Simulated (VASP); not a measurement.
# NaF (P6_3/mmc) in VASP: notebook

The runs below take NaF through single point, with r2SCAN.

All numbers are computed with VASP 6.6.1; they aren't measurements. Logs are shortened: lines on timing, memory, paths and dates and some standing lists are left out, and cuts for length are marked.

### 1 The cell of the first run

The structure is hexagonal, space group P6_3/mmc (No. 194). Conventional cell: a = 3.789 Å, b = 3.789 Å, c = 4.458 Å, α = 90.00°, β = 90.00°, γ = 120.00°. Na (site symmetry -6m2) has 5 F at 2.19 to 2.23 Å within 2.9 Å. Within 2.9 Å of F (site symmetry -6m2) lie 5 Na at 2.19 to 2.23 Å.

### 2 Single point, r2SCAN (volume changed by -6%)

File POSCAR:

```
NaF
1.0
    3.7891045663      0.0000000000      0.0000000000
   -1.8945522832      3.2814608120      0.0000000000
    0.0000000000      0.0000000000      4.4584996911
Na F
2 2
Direct
    0.3333333333      0.6666666667      0.2500000000
    0.6666666667      0.3333333333      0.7500000000
    0.6666666667      0.3333333333      0.2500000000
    0.3333333333      0.6666666667      0.7500000000
```

File INCAR.step1:

```
SYSTEM = NaF
  PREC = Accurate
  ENCUT = 520
  ISMEAR = 0
  SIGMA = 0.01
  LREAL = .False.
  LASPH = .True.
  NELM = 100
  NBANDS = 22
  GGA = PE
  ALGO = Normal
  EDIFF = 1E-4
  LWAVE = .True.
  LCHARG = .False.
```

File INCAR.step2:

```
SYSTEM = NaF
  PREC = Accurate
  ENCUT = 520
  EDIFF = 1E-6
  ISMEAR = 0
  SIGMA = 0.01
  LREAL = .False.
  LASPH = .True.
  NELM = 100
  ALGO = Normal
  ISIF = 2
  LWAVE = .False.
  LCHARG = .False.
  METAGGA = R2SCAN
  LMIXTAU = .True.
  NBANDS = 22
  ISTART = 1
```

File KPOINTS:

```
Automatic mesh
0
Gamma
  6 6 6
  0 0 0
```

Potentials or basis: VASP PAW PBE potentials, release 64 (Na_pv, F).

Run with:

```console
$ cat potpaw_PBE.64/Na_pv/POTCAR potpaw_PBE.64/F/POTCAR > POTCAR
$ cp INCAR.step1 INCAR
$ mpirun -np 1 vasp_std > vasp.out
$ cp INCAR.step2 INCAR
$ mpirun -np 1 vasp_std > vasp.out
```

OUTCAR:

```text
SYSTEM = NaF
   PREC = Accurate
   ENCUT = 520
   EDIFF = 1E-6
   ISMEAR = 0
   LREAL = .False.
   LASPH = .True.
   NELM = 100
   ISIF = 2
   METAGGA = R2SCAN
   ISTART = 1

 ion  position               nearest neighbor table
   1  0.333  0.667  0.250-   3 2.19   3 2.19   3 2.19   4 2.23   4 2.23
   2  0.667  0.333  0.750-   4 2.19   4 2.19   4 2.19   3 2.23   3 2.23
   3  0.667  0.333  0.250-   1 2.19   1 2.19   1 2.19   2 2.23   2 2.23
   4  0.333  0.667  0.750-   2 2.19   2 2.19   2 2.19   1 2.23   1 2.23

  LATTYP: Found a hexagonal cell.
 ALAT       =     3.7891045663
 C/A-ratio  =     1.1766631438

  Lattice vectors:

 A1 = (   3.7891045663,   0.0000000000,   0.0000000000)
 A2 = (  -1.8945522832,   3.2814608120,   0.0000000000)
 A3 = (   0.0000000000,   0.0000000000,   4.4584996911)

Analysis of symmetry for initial positions (statically):
=====================================================================
 Subroutine PRICEL returns:
 Original cell was already a primitive cell.

 Routine SETGRP: Setting up the symmetry group for a
 hexagonal supercell.

 Subroutine GETGRP returns: Found 24 space group operations
 (whereof 12 operations were pure point group operations)
 out of a pool of 24 trial point group operations.

The static configuration has the point symmetry D_3d.
 The point group associated with its full space group is D_6h.

Analysis of symmetry for dynamics (positions and initial velocities):
=====================================================================
 Subroutine PRICEL returns:
 Original cell was already a primitive cell.

 Routine SETGRP: Setting up the symmetry group for a
 hexagonal supercell.

 Subroutine GETGRP returns: Found 24 space group operations
 (whereof 12 operations were pure point group operations)
 out of a pool of 24 trial point group operations.

The dynamic configuration has the point symmetry D_3d.
 The point group associated with its full space group is D_6h.

 Subroutine INISYM returns: Found 24 space group operations
 (whereof 12 operations are pure point group operations),
 and found     1 'primitive' translations

----------------------------------------------------------------------------------------

                                     Primitive cell

  volume of cell :      55.4361

  direct lattice vectors                    reciprocal lattice vectors
     3.789104566  0.000000000  0.000000000     0.263914596  0.152371163  0.000000000
    -1.894552283  3.281460812  0.000000000     0.000000000  0.304742326  0.000000000
     0.000000000  0.000000000  4.458499691     0.000000000  0.000000000  0.224290696

  length of vectors
     3.789104566  3.789104566  4.458499691     0.304742326  0.304742326  0.224290696

  position of ions in fractional coordinates (direct lattice)
     0.333333333  0.666666667  0.250000000
     0.666666667  0.333333333  0.750000000
     0.666666667  0.333333333  0.250000000
     0.333333333  0.666666667  0.750000000

  ion indices of the primitive-cell ions
   primitive index   ion index
                 1           1
                 2           2
                 3           3
                 4           4

----------------------------------------------------------------------------------------

 KPOINTS: Automatic mesh

Automatic generation of k-mesh.
 Grid dimensions read from file:
 generate k-points for:    6    6    6

 Generating k-lattice:

  Cartesian coordinates                     Fractional coordinates (reciprocal lattice)
     0.043985766  0.025395194  0.000000000     0.166666667 -0.000000000  0.000000000
     0.000000000  0.050790388  0.000000000     0.000000000  0.166666667  0.000000000
     0.000000000  0.000000000  0.037381783     0.000000000  0.000000000  0.166666667

  Length of vectors
     0.050790388  0.050790388  0.037381783

  Shift w.r.t. Gamma in fractional coordinates (k-lattice)
     0.000000000  0.000000000  0.000000000

 Subroutine IBZKPT returns following result:
 ===========================================

 Found     28 irreducible k-points:

 Following reciprocal coordinates:
            Coordinates               Weight
  0.000000  0.000000  0.000000      1.000000
  0.166667  0.000000  0.000000      6.000000
  0.333333  0.000000  0.000000      6.000000
  0.500000 -0.000000  0.000000      3.000000
  0.166667  0.166667  0.000000      6.000000
  0.333333  0.166667  0.000000     12.000000
[... 16 lines left out ...]
  0.166667  0.000000  0.500000      6.000000
  0.333333  0.000000  0.500000      6.000000
 [... further k-points ...]
   k-points           NKPTS =     28   k-points in BZ     NKDIM =     28   number of bands    NBANDS=     22
   number of dos      NEDOS =    301   number of ions     NIONS =      4
   total plane-waves  NPLWV =  28224
   dimension x,y,z NGX =    28 NGY =   28 NGZ =   36
   dimension x,y,z NGXF=    56 NGYF=   56 NGZF=   72
   ions per type =               2   2
   NGX,Y,Z   is equivalent  to a cutoff of  12.28, 12.28, 13.42 a.u.
   NGXF,Y,Z  is equivalent  to a cutoff of  24.57, 24.57, 26.85 a.u.
 SYSTEM =  NaF
   PREC   = accura    normal or accurate (medium, high low for compatibility)
   ISTART =      1    job   : 0-new  1-cont  2-samecut
   ICHARG =      0    charge: 1-file 2-atom 10-const
   ISPIN  =      1    spin polarized calculation?
   LNONCOLLINEAR =      F non collinear calculations
   LSORBIT =      F    spin-orbit coupling
   LASPH  =      T    aspherical Exc in radial PAW
   ENCUT  =  520.0 eV  38.22 Ry    6.18 a.u.   7.05  7.05  8.29*2*pi/ulx,y,z
   NELM   =    100;   NELMIN=  2; NELMDL=  0     # of ELM steps
   EDIFF  = 0.1E-05   stopping-criterion for ELM
   LREAL  =      F    real-space projection
   EDIFFG = 0.1E-04   stopping-criterion for IOM
   NSW    =      0    number of steps for IOM
   IBRION =     -1    ionic relax: 0-MD 1-quasi-New 2-CG
   NFREE  =      0    steps in history (QN), initial steepest desc. (CG)
   ISIF   =      2    stress and relaxation
   ISYM   =      2    0-nonsym 1-usesym 2-fastsym
   POTIM  = 0.5000    time-step for ionic-motion
   TEBEG  =    0.0;   TEEND  =   0.0 temperature during run
   PSTRESS=    0.0 pullay stress
   NELECT =      28.0000    total number of electrons
   NUPDOWN=      -1.0000    fix difference up-down
   EMIN   =  10.00;   EMAX   =-10.00  energy-range for DOS
   EFERMI =   0.00;   METHOD = LEGACY
   ISMEAR =     0;   SIGMA  =   0.01  broadening in eV -4-tet -1-fermi 0-gaus
   EFERMI_NEDOS =   21; number of points for ismear=-14 and -15
   IALGO  =     38    algorithm
   IMIX   =      4    mixing-type and parameters
     AMIX     =   0.40;   BMIX     =  1.00
     AMIX_MAG =   1.60;   BMIX_MAG =  1.00
  volume/ion in A,a.u.               =      13.86        93.53
  Fermi-wavevector in a.u.,A,eV,Ry     =   1.303757  2.463744 23.126943  1.699782
  Thomas-Fermi vector in A             =   2.434738
   LORBIT       =      0    0 simple, 1 ext, 2 COOP (PROOUT), +10 PAW based schemes
   METAGGA = R2SCAN    functional components
   LHFCALC =     F    Hartree Fock is set to
   AEXX    =    0.0000 exact exchange contribution
   IVDW    =     0    specifies the selected vdW correction
   LEPSILON=     F    determine dielectric tensor
   LRPA    =     F    only Hartree local field effects (RPA)
 non-spin polarized calculation
 Gauss-broadening in eV      SIGMA  =   0.01
  energy-cutoff  :      520.00
  volume of cell :       55.44
 maximum number of plane-waves:      1521
   NGX = 15   NGY = 15   NGZ = 17

 number of electron      28.0000005 magnetization

 Free energy of the ion-electron system (eV)
  ---------------------------------------------------
  ext. energy  EPLUGINS =         0.00000000
  ---------------------------------------------------
  free energy    TOTEN  =       -24.91489098 eV

  energy without entropy =      -24.91489098  energy(sigma->0) =      -24.91489098

 E-fermi :  -3.0903     XC(G=0):  -9.0086

 val. band max:       -3.1747891797   @ k =   0.0000   0.0000   0.0000
 cond. band min:       3.3734326760   @ k =   0.0000   0.0000   0.0000
 fundamental gap:      6.5482218557
 Fermi energy:        -3.0902638800

 k-point     1 :       0.0000    0.0000    0.0000
  band No.  band energies     occupation
      1     -23.5259      2.00000
      2     -23.2694      2.00000
      3     -22.6704      2.00000
      4     -22.6110      2.00000
      5     -22.6106      2.00000
      6     -22.5520      2.00000
[... 14 lines left out ...]
     21      16.8016      0.00000
     22      16.8021      0.00000

 k-point     2 :       0.1667    0.0000    0.0000
  band No.  band energies     occupation
      1     -23.6104      2.00000
      2     -23.4172      2.00000
      3     -22.6598      2.00000
      4     -22.6171      2.00000
      5     -22.5513      2.00000
      6     -22.5166      2.00000
[... 14 lines left out ...]
     21      15.7319      0.00000
     22      15.9933      0.00000

 k-point     3 :       0.3333    0.0000    0.0000
  band No.  band energies     occupation
      1     -23.7347      2.00000
      2     -23.6310      2.00000
      3     -22.6329      2.00000
      4     -22.6287      2.00000
      5     -22.5511      2.00000
      6     -22.5394      2.00000
[... 14 lines left out ...]
     21      14.5242      0.00000
     22      14.6742      0.00000

 k-point     4 :       0.5000   -0.0000    0.0000
  band No.  band energies     occupation
      1     -23.7753      2.00000
      2     -23.7278      2.00000
      3     -22.6342      2.00000
      4     -22.6119      2.00000
      5     -22.5583      2.00000
      6     -22.5512      2.00000
[... 14 lines left out ...]
     21      14.1829      0.00000
     22      14.3054      0.00000

 k-point     5 :       0.1667    0.1667    0.0000
  band No.  band energies     occupation
      1     -23.7081      2.00000
      2     -23.5814      2.00000
      3     -22.6407      2.00000
      4     -22.6294      2.00000
      5     -22.5530      2.00000
      6     -22.5326      2.00000
[... 14 lines left out ...]
     21      14.8504      0.00000
     22      16.1008      0.00000

 k-point     6 :       0.3333    0.1667    0.0000
  band No.  band energies     occupation
      1     -23.7770      2.00000
      2     -23.7225      2.00000
      3     -22.6436      2.00000
      4     -22.6120      2.00000
      5     -22.5582      2.00000
      6     -22.5547      2.00000
[... 14 lines left out ...]
     21      14.2957      0.00000
     22      16.0280      0.00000

 k-point     7 :       0.3333    0.3333    0.0000
  band No.  band energies     occupation
      1     -23.7796      2.00000
      2     -23.7796      2.00000
      3     -22.6556      2.00000
      4     -22.5846      2.00000
      5     -22.5846      2.00000
      6     -22.5579      2.00000
[... 324 lines left out ...]
      6     -22.5200      2.00000
[... 14 lines left out ...]
     21      16.1901      0.00000
     22      17.0724      0.00000

 k-point    21 :       0.3333    0.3333    0.3333
  band No.  band energies     occupation
      1     -23.9282      2.00000
      2     -23.9282      2.00000
      3     -22.6308      2.00000
      4     -22.5820      2.00000
      5     -22.5274      2.00000
      6     -22.5274      2.00000
[... 14 lines left out ...]
     21      16.3445      0.00000
     22      19.2983      0.00000

 k-point    22 :       0.0000    0.0000    0.5000
  band No.  band energies     occupation
      1     -23.7014      2.00000
      2     -23.7014      2.00000
      3     -22.5810      2.00000
      4     -22.5810      2.00000
      5     -22.5806      2.00000
      6     -22.5806      2.00000
[... 14 lines left out ...]
     21      17.3138      0.00000
     22      17.3138      0.00000

 k-point    23 :       0.1667    0.0000    0.5000
  band No.  band energies     occupation
      1     -23.7728      2.00000
      2     -23.7728      2.00000
      3     -22.5837      2.00000
      4     -22.5837      2.00000
      5     -22.5579      2.00000
      6     -22.5579      2.00000
[... 14 lines left out ...]
     21      16.8408      0.00000
     22      16.8408      0.00000

 k-point    24 :       0.3333    0.0000    0.5000
  band No.  band energies     occupation
      1     -23.8947      2.00000
      2     -23.8947      2.00000
      3     -22.5894      2.00000
      4     -22.5894      2.00000
      5     -22.5321      2.00000
      6     -22.5321      2.00000
[... 14 lines left out ...]
     21      16.1710      0.00000
     22      16.1710      0.00000

 [... further k-points ...]
[... 5 lines left out ...]
  --------------------------------------------------------------------------------------
  -------------------------------------------------------------------------------------
  Total        0.9294565      0.9294565      1.0874481     -0.0000000     -0.0000000      0.0000000
  in kB       26.8625409     26.8625409     31.4287100     -0.0000000     -0.0000000      0.0000000
  external PRESSURE =      28.3845972 kB  Pullay stress =       0.0000000 kB

 VOLUME and BASIS-vectors are now :
 -----------------------------------------------------------------------------
  energy-cutoff  :      520.00
  volume of cell :       55.44
      direct lattice vectors                 reciprocal lattice vectors
     3.789104566  0.000000000  0.000000000     0.263914596  0.152371163  0.000000000
    -1.894552283  3.281460812  0.000000000     0.000000000  0.304742326  0.000000000
     0.000000000  0.000000000  4.458499691     0.000000000  0.000000000  0.224290696

 POSITION                                       TOTAL-FORCE (eV/Angst)
 -----------------------------------------------------------------------------------
     -0.00000      2.18764      1.11462         0.000000     -0.000000      0.000000
      1.89455      1.09382      3.34387        -0.000000      0.000000      0.000000
      1.89455      1.09382      1.11462        -0.000000      0.000000      0.000000
     -0.00000      2.18764      3.34387        -0.000000      0.000000      0.000000
 -----------------------------------------------------------------------------------
    total drift:                                0.000000     -0.000000      0.000000

  FREE ENERGIE OF THE ION-ELECTRON SYSTEM (eV)
  ---------------------------------------------------
  free  energy   TOTEN  =       -24.9148909773 eV

  energy  without entropy=      -24.9148909773  energy(sigma->0) =      -24.91489098
```

It took 1.9 min on 1 thread of Intel Xeon Platinum 8375C at 2.90GHz (Ice Lake), shared host; peak memory 0.17 GiB.

What came out:

```
Free energy            : -24.9149 eV
Pressure               : 2.8 GPa
Band gap on the k mesh : 6.55 eV, direct
```

Stress tensor (GPa, compression positive):
```
2.69 0.00 0.00
0.00 2.69 0.00
0.00 0.00 3.14
```

Levels at points of the mesh, in eV from the valence-band top:
| k point | band 12 | band 13 | band 14 | band 15 | band 16 | band 17 |
| --- | --- | --- | --- | --- | --- | --- |
| (0.00, 0.00, 0.00) | -0.35 | -0.35 | 0.00 | 6.55 | 14.13 | 14.29 |
| (0.50, 0.00, 0.00) | -0.66 | -0.39 | -0.20 | 9.54 | 11.96 | 13.70 |
| (0.00, 0.00, 0.50) | -0.51 | -0.51 | -0.51 | 8.93 | 8.93 | 17.92 |
| (0.50, 0.00, 0.50) | -0.52 | -0.31 | -0.31 | 10.67 | 10.67 | 14.08 |

Caveat: the PAW data sets were made with another functional, which shifts forces and pressure a little.

(Continued in part 2 of 2.)
